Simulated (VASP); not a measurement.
Sc2GeTe4, 7 atoms in the cell. The structure is trigonal, space group R-3m (No. 166). Conventional cell: a = 4.192 Å, b = 4.192 Å, c = 41.191 Å, α = 90.00°, β = 90.00°, γ = 120.00°. Sc (site symmetry 3m) has 6 Te at 2.85 to 3.08 Å within 3.8 Å. Within 3.9 Å of Ge (site symmetry -3m) lie 6 Te at 2.98 Å. Within 3.8 Å of Te (site symmetry 3m) lie 3 Sc at 2.85 Å. Te (site symmetry 3m) has 3 Ge at 2.98 Å and 3 Sc at 3.08 Å within 3.9 Å. 

| Property | Result |
| --- | --- |
| Program | VASP 6.6.1 |
| Task | single point |
| Functional | PBE |
| Potentials or basis | VASP PAW PBE potentials, release 64 (Sc_sv, Ge_d, Te) |
| Cutoff | 520 eV |
| k mesh | 5 × 5 × 5 |
| Occupations | gaussian, width 0.2 eV |
| Spin | no spin polarisation |
| Dipole correction | no |
| Further INCAR settings | ALGO = Normal; EDIFF = 1e-06; NBANDS = 39 |

Potentials or basis: VASP PAW PBE potentials, release 64 (Sc_sv, Ge_d, Te).

The run is started by

```console
$ cat potpaw_PBE.64/Sc_sv/POTCAR potpaw_PBE.64/Ge_d/POTCAR potpaw_PBE.64/Te/POTCAR > POTCAR
$ mpirun -np 1 vasp_std > vasp.out
```

Hardware: 1 thread of Intel(R) Xeon(R) 6975P-C (Granite Rapids), on a shared host.

Q: Estimate the wall time of this run.

A: Run time: 24 min on 1 thread of Intel(R) Xeon(R) 6975P-C (Granite Rapids), on a shared host, peak memory 2 GiB. Counts: scf iterations 13, k points 19.
